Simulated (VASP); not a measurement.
# As (Pm-3m) in VASP: a series of runs

The runs below take As through single point, with PBEsol, LDA.

Everything below comes from runs of VASP 6.6.1. Logs are shortened: lines on timing, memory, paths and dates and some standing lists are left out, and cuts for length are marked.

**1. The cell of the first run**

It takes space group Pm-3m (No. 221, cubic). The conventional cell has a = 2.704 Å, b = 2.704 Å, c = 2.704 Å, α = 90.00°, β = 90.00°, γ = 90.00°. Within 3.6 Å of As (site symmetry m-3m) lie 6 As at 2.70 Å.

**2. Single point, PBEsol, non-collinear spin, zero start, spin-orbit coupling**

Input file INCAR:

```
SYSTEM = As
PREC     = Accurate       ! precision mode
ENCUT    = 520            ! plane-wave cutoff, eV
EDIFF    = 1E-6           ! SCF threshold, eV
ISMEAR   = -1             ! smearing method
SIGMA    = 0.05           ! smearing width, eV
LREAL    = .FALSE.        ! projectors in reciprocal space
LASPH    = .TRUE.         ! aspherical terms in the spheres
NELM     = 150            ! most SCF steps
ALGO     = Normal         ! electronic algorithm
ISIF     = 2              ! what is computed and relaxed
LWAVE    = .FALSE.        ! write WAVECAR
LCHARG   = .FALSE.        ! write CHGCAR
MAGMOM   = 0 0 0          ! initial moments
LORBIT   = 11             ! projections on sites
LSORBIT  = .TRUE.         ! spin-orbit coupling
GGA_COMPAT= .FALSE.      
LORBMOM  = .TRUE.       
GGA      = PS             ! functional
NBANDS   = 16             ! bands
```

Input file KPOINTS:

```
Automatic mesh
0
G
  8 8 8
  0 0 0
```

Input file POSCAR:

```
As
1.0
    2.7036817444      0.0000000000      0.0000000000
    0.0000000000      2.7036817444      0.0000000000
    0.0000000000      0.0000000000      2.7036817444
As
1
Direct
    0.5000000000      0.5000000000      0.5000000000
```

Potentials or basis: VASP PAW PBE potentials, release 64 (As).

Started as:

```bash
> cat potpaw_PBE.64/As/POTCAR > POTCAR
> mpirun -np 1 vasp_ncl > vasp.out
```

OUTCAR:

```text
SYSTEM = As
   PREC = Accurate
   ENCUT = 520
   EDIFF = 1E-6
   ISMEAR = -1
   LREAL = .FALSE.
   LASPH = .TRUE.
   NELM = 150
   ISIF = 2
   LORBIT = 11
   LSORBIT = .TRUE.
   GGA = PS

 ion  position               nearest neighbor table
   1  0.500  0.500  0.500-

  LATTYP: Found a simple cubic cell.
 ALAT       =     2.7036817444

  Lattice vectors:

 A1 = (   2.7036817444,   0.0000000000,   0.0000000000)
 A2 = (   0.0000000000,   2.7036817444,   0.0000000000)
 A3 = (   0.0000000000,   0.0000000000,   2.7036817444)

Analysis of symmetry for initial positions (statically):
=====================================================================
 Subroutine PRICEL returns:
 Original cell was already a primitive cell.

 Routine SETGRP: Setting up the symmetry group for a
 simple cubic supercell.

 Subroutine GETGRP returns: Found 48 space group operations
[... 9 lines left out ...]

 Routine SETGRP: Setting up the symmetry group for a
 simple cubic supercell.

 Subroutine GETGRP returns: Found 48 space group operations
 (whereof 48 operations were pure point group operations)
 out of a pool of 48 trial point group operations.

The dynamic configuration has the point symmetry O_h .

Analysis of structural, dynamic, and magnetic symmetry:
=====================================================================
 Subroutine PRICEL returns:
 Original cell was already a primitive cell.

 Routine SETGRP: Setting up the symmetry group for a
 simple cubic supercell.

 Subroutine GETGRP returns: Found 48 space group operations
 (whereof 48 operations were pure point group operations)
 out of a pool of 48 trial point group operations.

The overall configuration has the point symmetry O_h .

 Subroutine INISYM returns: Found 48 space group operations
[... 5 lines left out ...]
                                     Primitive cell

  volume of cell :      19.7636

  direct lattice vectors                    reciprocal lattice vectors
     2.703681744  0.000000000  0.000000000     0.369866018  0.000000000  0.000000000
     0.000000000  2.703681744  0.000000000     0.000000000  0.369866018  0.000000000
     0.000000000  0.000000000  2.703681744     0.000000000  0.000000000  0.369866018

  length of vectors
     2.703681744  2.703681744  2.703681744     0.369866018  0.369866018  0.369866018

  position of ions in fractional coordinates (direct lattice)
     0.500000000  0.500000000  0.500000000

  ion indices of the primitive-cell ions
   primitive index   ion index
                 1           1

----------------------------------------------------------------------------------------

 KPOINTS: Automatic mesh

Automatic generation of k-mesh.
 Grid dimensions read from file:
 generate k-points for:    8    8    8

 Generating k-lattice:

  Cartesian coordinates                     Fractional coordinates (reciprocal lattice)
     0.046233252  0.000000000  0.000000000     0.125000000  0.000000000  0.000000000
     0.000000000  0.046233252  0.000000000     0.000000000  0.125000000  0.000000000
     0.000000000  0.000000000  0.046233252     0.000000000  0.000000000  0.125000000

  Length of vectors
     0.046233252  0.046233252  0.046233252

  Shift w.r.t. Gamma in fractional coordinates (k-lattice)
     0.000000000  0.000000000  0.000000000

 Subroutine IBZKPT returns following result:
 ===========================================

 Found     35 irreducible k-points:

 Following reciprocal coordinates:
            Coordinates               Weight
  0.000000  0.000000  0.000000      1.000000
  0.125000  0.000000  0.000000      6.000000
  0.250000  0.000000  0.000000      6.000000
  0.375000  0.000000  0.000000      6.000000
  0.500000  0.000000  0.000000      3.000000
  0.125000  0.125000  0.000000     12.000000
[... 16 lines left out ...]
  0.375000  0.375000  0.125000     24.000000
  0.500000  0.375000  0.125000     24.000000
 [... further k-points ...]
   k-points           NKPTS =     35   k-points in BZ     NKDIM =     35   number of bands    NBANDS=     16
   number of dos      NEDOS =    301   number of ions     NIONS =      1
   total plane-waves  NPLWV =   8000
   dimension x,y,z NGX =    20 NGY =   20 NGZ =   20
   dimension x,y,z NGXF=    40 NGYF=   40 NGZF=   40
   ions per type =               1
   NGX,Y,Z   is equivalent  to a cutoff of  12.30, 12.30, 12.30 a.u.
   NGXF,Y,Z  is equivalent  to a cutoff of  24.60, 24.60, 24.60 a.u.
 SYSTEM =  As
   PREC   = accura    normal or accurate (medium, high low for compatibility)
   ISTART =      0    job   : 0-new  1-cont  2-samecut
   ICHARG =      2    charge: 1-file 2-atom 10-const
   ISPIN  =      1    spin polarized calculation?
   LNONCOLLINEAR =      T non collinear calculations
   LSORBIT =      T    spin-orbit coupling
   LASPH  =      T    aspherical Exc in radial PAW
   ENCUT  =  520.0 eV  38.22 Ry    6.18 a.u.   5.03  5.03  5.03*2*pi/ulx,y,z
   NELM   =    150;   NELMIN=  2; NELMDL= -5     # of ELM steps
   EDIFF  = 0.1E-05   stopping-criterion for ELM
   LREAL  =      F    real-space projection
   EDIFFG = 0.1E-04   stopping-criterion for IOM
   NSW    =      0    number of steps for IOM
   IBRION =     -1    ionic relax: 0-MD 1-quasi-New 2-CG
   NFREE  =      0    steps in history (QN), initial steepest desc. (CG)
   ISIF   =      2    stress and relaxation
   ISYM   =      2    0-nonsym 1-usesym 2-fastsym
   POTIM  = 0.5000    time-step for ionic-motion
   TEBEG  =    0.0;   TEEND  =   0.0 temperature during run
   PSTRESS=    0.0 pullay stress
   NELECT =       5.0000    total number of electrons
   NUPDOWN=      -1.0000    fix difference up-down
   EMIN   =  10.00;   EMAX   =-10.00  energy-range for DOS
[... 5 lines left out ...]
     AMIX     =   0.40;   BMIX     =  1.00
     AMIX_MAG =   1.60;   BMIX_MAG =  1.00
  volume/ion in A,a.u.               =      19.76       133.37
  Fermi-wavevector in a.u.,A,eV,Ry     =   1.035403  1.956627 14.586243  1.072059
  Thomas-Fermi vector in A             =   2.169744
   LORBIT       =     11    0 simple, 1 ext, 2 COOP (PROOUT), +10 PAW based schemes
   GGA     = PS    functional components
   LHFCALC =     F    Hartree Fock is set to
   AEXX    =    0.0000 exact exchange contribution
   IVDW    =     0    specifies the selected vdW correction
   LEPSILON=     F    determine dielectric tensor
   LRPA    =     F    only Hartree local field effects (RPA)
  energy-cutoff  :      520.00
  volume of cell :       19.76
 maximum number of plane-waves:      1108
   NGX = 11   NGY = 11   NGZ = 11

 number of electron       5.0000001 magnetization      -0.0000000     -0.0000000     -0.0000000

 number of electron       5.0000001 magnetization       0.0000000      0.0000000      0.0000000

 Free energy of the ion-electron system (eV)
  ---------------------------------------------------
  ext. energy  EPLUGINS =         0.00000000
  ---------------------------------------------------
  free energy    TOTEN  =        -5.02596412 eV

  energy without entropy =       -5.01855978  energy(sigma->0) =       -5.02226195

 E-fermi :   5.7680     XC(G=0): -10.5603

 val. band max:        5.7536448196   @ k =   0.3750   0.2500   0.1250
 cond. band min:       6.0690316030   @ k =   0.3750   0.2500   0.2500
 fundamental gap:      0.3153867834
 Fermi energy:         5.7680277053

 k-point     1 :       0.0000    0.0000    0.0000
  band No.  band energies     occupation
      1      -9.1861      1.00000
      2      -9.1861      1.00000
      3       9.6523      0.00000
      4       9.6523      0.00000
      5      10.1003      0.00000
      6      10.1003      0.00000
[... 8 lines left out ...]
     15      30.7174      0.00000
     16      30.7281      0.00000

 k-point     2 :       0.1250    0.0000    0.0000
  band No.  band energies     occupation
      1      -8.8987      1.00000
      2      -8.8987      1.00000
      3       7.1211      0.00000
      4       7.1211      0.00000
      5      10.0592      0.00000
      6      10.0592      0.00000
[... 8 lines left out ...]
     15      27.5761      0.00000
     16      27.6377      0.00000
[... 387 lines left out ...]
      5       2.9037      1.00000
      6       2.9037      1.00000
[... 8 lines left out ...]
     15      23.3559      0.00000
     16      23.3559      0.00000

 k-point    24 :       0.5000    0.3750    0.1250
  band No.  band energies     occupation
      1      -3.3368      1.00000
      2      -3.3368      1.00000
      3       1.1877      1.00000
      4       1.1877      1.00000
      5       3.2999      1.00000
      6       3.2999      1.00000
[... 8 lines left out ...]
     15      24.1031      0.00000
     16      24.1031      0.00000

 [... further k-points ...]
[... 5 lines left out ...]
  --------------------------------------------------------------------------------------
  -------------------------------------------------------------------------------------
  Total       -0.0171471     -0.0171471     -0.0171471      0.0000000      0.0000000     -0.0000000
  in kB       -1.3900651     -1.3900651     -1.3900651      0.0000000      0.0000000     -0.0000000
  external PRESSURE =      -1.3900651 kB  Pullay stress =       0.0000000 kB

 VOLUME and BASIS-vectors are now :
 -----------------------------------------------------------------------------
  energy-cutoff  :      520.00
  volume of cell :       19.76
      direct lattice vectors                 reciprocal lattice vectors
     2.703681744  0.000000000  0.000000000     0.369866018  0.000000000  0.000000000
     0.000000000  2.703681744  0.000000000     0.000000000  0.369866018  0.000000000
     0.000000000  0.000000000  2.703681744     0.000000000  0.000000000  0.369866018

 POSITION                                       TOTAL-FORCE (eV/Angst)
 -----------------------------------------------------------------------------------
      1.35184      1.35184      1.35184         0.000000      0.000000      0.000000
 -----------------------------------------------------------------------------------
    total drift:                                0.000000      0.000000      0.000000

  FREE ENERGIE OF THE ION-ELECTRON SYSTEM (eV)
  ---------------------------------------------------
  free  energy   TOTEN  =        -5.0259641237 eV

  energy  without entropy=       -5.0185597761  energy(sigma->0) =       -5.02226195

 orbital moment (x)

 # of ion     p       d       tot
 ----------------------------------------
  1         0.000  -0.000  -0.000
 ----------------------------------------
            0.000  -0.000  -0.000

 orbital moment (y)

 # of ion     p       d       tot
 ----------------------------------------
  1        -0.000   0.000   0.000
 ----------------------------------------
           -0.000   0.000   0.000

 orbital moment (z)

 # of ion     p       d       tot
 ----------------------------------------
  1         0.000   0.000   0.000
 ----------------------------------------
            0.000   0.000   0.000

 Spin-Orbit-Coupling matrix elements

 Ion:    1  E_soc:     -0.0235890
 l=   1
     0.0000000    -0.0039239    -0.0039239
    -0.0039239     0.0000000    -0.0039239
    -0.0039239    -0.0039239     0.0000000
 l=   2
     0.0000000    -0.0000014     0.0000000    -0.0000014    -0.0000062
    -0.0000014     0.0000000    -0.0000047    -0.0000014    -0.0000016
     0.0000000    -0.0000047     0.0000000    -0.0000047     0.0000000
    -0.0000014    -0.0000014    -0.0000047     0.0000000    -0.0000016
    -0.0000062    -0.0000016     0.0000000    -0.0000016     0.0000000
 l=   3
     0.0000000     0.0000000     0.0000000     0.0000000     0.0000000     0.0000000     0.0000000
     0.0000000     0.0000000     0.0000000     0.0000000     0.0000000     0.0000000     0.0000000
     0.0000000     0.0000000     0.0000000     0.0000000     0.0000000     0.0000000     0.0000000
     0.0000000     0.0000000     0.0000000     0.0000000     0.0000000     0.0000000     0.0000000
     0.0000000     0.0000000     0.0000000     0.0000000     0.0000000     0.0000000     0.0000000
     0.0000000     0.0000000     0.0000000     0.0000000     0.0000000     0.0000000     0.0000000
     0.0000000     0.0000000     0.0000000     0.0000000     0.0000000     0.0000000     0.0000000

 total charge

# of ion       s       p       d       tot
------------------------------------------
    1        1.307   1.317   0.055   2.679

 magnetization (x)

# of ion       s       p       d       tot
------------------------------------------
    1        0.000   0.000   0.000   0.000

 magnetization (y)

# of ion       s       p       d       tot
------------------------------------------
    1        0.000   0.000   0.000   0.000

 magnetization (z)

# of ion       s       p       d       tot
------------------------------------------
    1       -0.000   0.000   0.000   0.000
```

It took 11 s on 1 thread of Intel Xeon 6975P-C (Granite Rapids), shared host; peak memory 0.16 GiB.

What came out:

| Quantity | Value |
| --- | --- |
| Free energy | -5.0260 eV |
| Pressure | -0.1 GPa |
| Net moment | 0.00 μB per cell |
| Valence electrons inside the program's atomic spheres | As 2.68 |

Moments on the atoms (μB; x, y, z):
```
As  0.00 0.00 0.00
```

Caveat: the PAW data sets were made with another functional, which shifts forces and pressure a little.

**3. Single point, LDA**

Input file INCAR:

```
SYSTEM = As
ALGO     = Normal         ! electronic algorithm
EDIFF    = 1E-7           ! SCF threshold, eV
ENCUT    = 520            ! plane-wave cutoff, eV
GGA      = CA             ! functional
ISIF     = 2              ! what is computed and relaxed
ISMEAR   = -1             ! smearing method
LASPH    = .TRUE.         ! aspherical terms in the spheres
LCHARG   = .FALSE.        ! write CHGCAR
LREAL    = .FALSE.        ! projectors in reciprocal space
LWAVE    = .FALSE.        ! write WAVECAR
NBANDS   = 8              ! bands
NELM     = 60             ! most SCF steps
PREC     = Accurate       ! precision mode
SIGMA    = 0.05           ! smearing width, eV
```

Input file KPOINTS:

```
k-points
0
G
  10 10 10
  0 0 0
```

POSCAR is that of step 2.

Potentials or basis: VASP PAW LDA potentials, release 64 (As).

Started as:

```bash
> cat potpaw_LDA.64/As/POTCAR > POTCAR
> mpirun -np 1 vasp_std > vasp.out
```

OUTCAR:

```text
SYSTEM = As
   EDIFF = 1E-7
   ENCUT = 520
   GGA = CA
   ISIF = 2
   ISMEAR = -1
   LASPH = .TRUE.
   LREAL = .FALSE.
   NELM = 60
   PREC = Accurate

 ion  position               nearest neighbor table
   1  0.500  0.500  0.500-

  LATTYP: Found a simple cubic cell.
 ALAT       =     2.7036817444

  Lattice vectors:

 A1 = (   2.7036817444,   0.0000000000,   0.0000000000)
 A2 = (   0.0000000000,   2.7036817444,   0.0000000000)
 A3 = (   0.0000000000,   0.0000000000,   2.7036817444)

Analysis of symmetry for initial positions (statically):
=====================================================================
 Subroutine PRICEL returns:
 Original cell was already a primitive cell.

 Routine SETGRP: Setting up the symmetry group for a
 simple cubic supercell.

 Subroutine GETGRP returns: Found 48 space group operations
[... 9 lines left out ...]

 Routine SETGRP: Setting up the symmetry group for a
 simple cubic supercell.

 Subroutine GETGRP returns: Found 48 space group operations
[... 11 lines left out ...]
                                     Primitive cell

  volume of cell :      19.7636

[... 128 lines left out ...]
  ---------------------------------------------------
  free energy    TOTEN  =        -5.33057258 eV

  energy without entropy =       -5.32811546  energy(sigma->0) =       -5.32934402

 E-fermi :   5.8776     XC(G=0): -10.5880

 val. band max:        5.8499754427   @ k =   0.3000   0.3000   0.3000
 cond. band min:       5.9082791090   @ k =   0.2000   0.2000   0.0000
 fundamental gap:      0.0583036663
 Fermi energy:         5.8775868271

 k-point     1 :       0.0000    0.0000    0.0000
  band No.  band energies     occupation
      1      -9.0402      2.00000
      2      10.0458      0.00000
      3      10.0458      0.00000
      4      10.0458      0.00000
      5      14.5280      0.00000
      6      14.5280      0.00000
      7      16.3603      0.00000
      8      30.8455      0.00000
[... 243 lines left out ...]
 k-point    24 :       0.3000    0.1000    0.1000
  band No.  band energies     occupation
      1      -7.0977      2.00000
      2       2.5189      2.00000
      3       9.3722      0.00000
      4       9.8274      0.00000
      5      18.3921      0.00000
      6      18.5113      0.00000
      7      20.6911      0.00000
      8      21.4264      0.00000

 [... further k-points ...]
[... 5 lines left out ...]
  --------------------------------------------------------------------------------------
  -------------------------------------------------------------------------------------
  Total       -0.3548485     -0.3548485     -0.3548485     -0.0000000     -0.0000000      0.0000000
  in kB      -28.7664881    -28.7664881    -28.7664881     -0.0000000     -0.0000000      0.0000000
  external PRESSURE =     -28.7664881 kB  Pullay stress =       0.0000000 kB

 VOLUME and BASIS-vectors are now :
 -----------------------------------------------------------------------------
  energy-cutoff  :      520.00
  volume of cell :       19.76
      direct lattice vectors                 reciprocal lattice vectors
     2.703681744  0.000000000  0.000000000     0.369866018  0.000000000  0.000000000
     0.000000000  2.703681744  0.000000000     0.000000000  0.369866018  0.000000000
     0.000000000  0.000000000  2.703681744     0.000000000  0.000000000  0.369866018

 POSITION                                       TOTAL-FORCE (eV/Angst)
 -----------------------------------------------------------------------------------
      1.35184      1.35184      1.35184         0.000000      0.000000      0.000000
 -----------------------------------------------------------------------------------
    total drift:                                0.000000      0.000000      0.000000

  FREE ENERGIE OF THE ION-ELECTRON SYSTEM (eV)
  ---------------------------------------------------
  free  energy   TOTEN  =        -5.3305725759 eV

  energy  without entropy=       -5.3281154627  energy(sigma->0) =       -5.32934402
```

stdout:

```text
POSCAR found type information on POSCAR As
 POSCAR found :  1 types and       1 ions
 scaLAPACK will be used
 LDA part: xc-table for (Slater(with rela. corr.)+CA(PZ))
 , standard interpolation
 POSCAR, INCAR and KPOINTS ok, starting setup
 FFT: planning ... GRIDC
 FFT: planning ... GRID_SOFT
 FFT: planning ... GRID
 WAVECAR not read
 entering main loop
```

Wall time 11 s (1 thread of Intel Xeon 6975P-C, shared host); peak memory 0.09 GiB.

What came out:

- Free energy: -5.3306 eV
- Pressure: -2.9 GPa

Levels at points of the mesh, in eV from the Fermi level:
| k point | band 1 | band 2 | band 3 | band 4 | band 5 |
| --- | --- | --- | --- | --- | --- |
| (0.00, 0.00, 0.00) | -14.92 | 4.17 | 4.17 | 4.17 | 8.65 |
| (0.50, 0.00, 0.00) | -11.79 | -6.86 | 6.44 | 6.44 | 11.34 |
| (0.50, 0.50, 0.00) | -8.54 | -4.18 | -4.18 | 2.56 | 8.57 |
| (0.50, 0.50, 0.50) | -4.96 | -1.75 | -1.75 | -1.75 | 6.04 |

[end of part 1 of 2]
